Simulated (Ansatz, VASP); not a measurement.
## Two plane-wave programs on MgO2

The input POSCAR:

```
MgO2
1.0
    1.6047610160      0.9265092046      3.5987982411
   -1.6047610160      0.9265092046      3.5987982411
    0.0000000000     -1.8530184092      3.5987982411
Mg O
1 2
Direct
    0.0000000000      0.0000000000      0.0000000000
    0.4287860000      0.4287860000      0.4287860000
    0.5712140000      0.5712140000      0.5712140000
```

The input INCAR.step1:

```
SYSTEM = MgO2
ALGO = Normal ; EDIFF = 1E-4
ENCUT = 520 ; GGA = PE
ISMEAR = 0 ; LASPH = .TRUE.
LCHARG = .FALSE. ; LREAL = .FALSE.
LWAVE = .TRUE. ; NBANDS = 14
NELM = 60 ; PREC = Accurate
SIGMA = 0.05
```

The input INCAR.step2:

```
SYSTEM = MgO2
ALGO = Normal ; EDIFF = 1E-7
ENCUT = 520 ; ISIF = 2
ISMEAR = 0 ; ISTART = 1
LASPH = .TRUE. ; LCHARG = .TRUE.
LELF = .TRUE. ; LMIXTAU = .TRUE.
LREAL = .FALSE. ; LVHAR = .TRUE.
LWAVE = .FALSE. ; METAGGA = R2SCAN
NBANDS = 14 ; NELM = 60
PREC = Accurate ; SIGMA = 0.05
```

Contents of KPOINTS:

```
k-points
0
G
  12 12 12
  0 0 0
```

Input for Ansatz:

```yaml
crystal:
  lattice:
    - [1.604761016, 0.9265092046, 3.5987982411]
    - [-1.604761016, 0.9265092046, 3.5987982411]
    - [0.0, -1.8530184092, 3.5987982411]
  atoms:
    - { symbol: Mg, position: [0.0, 0.0, 0.0] }
    - { symbol: O, position: [0.428786, 0.428786, 0.428786] }
    - { symbol: O, position: [0.571214, 0.571214, 0.571214] }
basis:
  ecutwfc: 500
kpoints:
  mp_grid: { grid: [12, 12, 12] }
hamiltonian:
  xc: r2scan
scf:
  occupations: { method: gaussian, width: 0.05 }
output:
  forces: true
  stress: true
  eigenvalues: true
```

Change from the starting cell: strain +0.000 along x and y, +0.030 along z, atoms carried along.

Alike in both runs: task single point; functional r2SCAN; k mesh 12 × 12 × 12; occupations gaussian, width 0.05 eV; no spin polarisation.

|  | VASP | Ansatz |
| --- | --- | --- |
| version | VASP 6.6.1 | Ansatz 0.2.0 |
| potentials or method | VASP PAW PBE potentials, release 64 (Mg, O), cutoff 520 eV | scalar-relativistic, plane waves, PAW |
| valence electrons in the cell | 14 | 22 |

|  | VASP | Ansatz | Ansatz less VASP |
| --- | --- | --- | --- |
| gap on the k mesh at the Fermi level (eV) | 2.32 | 2.34 | +0.027 |
| least direct gap on the mesh (eV) | 2.32 | 2.34 | +0.027 |
| pressure (GPa) | -10.6 | -10.2 | +0.48 |
| traceless stress, the component that is largest in VASP (GPa) | -8.87 | -9.97 | -1.093 |
| rms of the force components (eV/Å) | 0.308 | 0.404 | +0.0968 |

VASP's potentials were made for PBE, not for r2SCAN. Atom by atom the forces differ by 0.097 eV/Å (rms over components). VASP's potentials hold 14 valence electrons a cell and Ansatz's 22, so a difference there can come from the potentials and not from the codes.
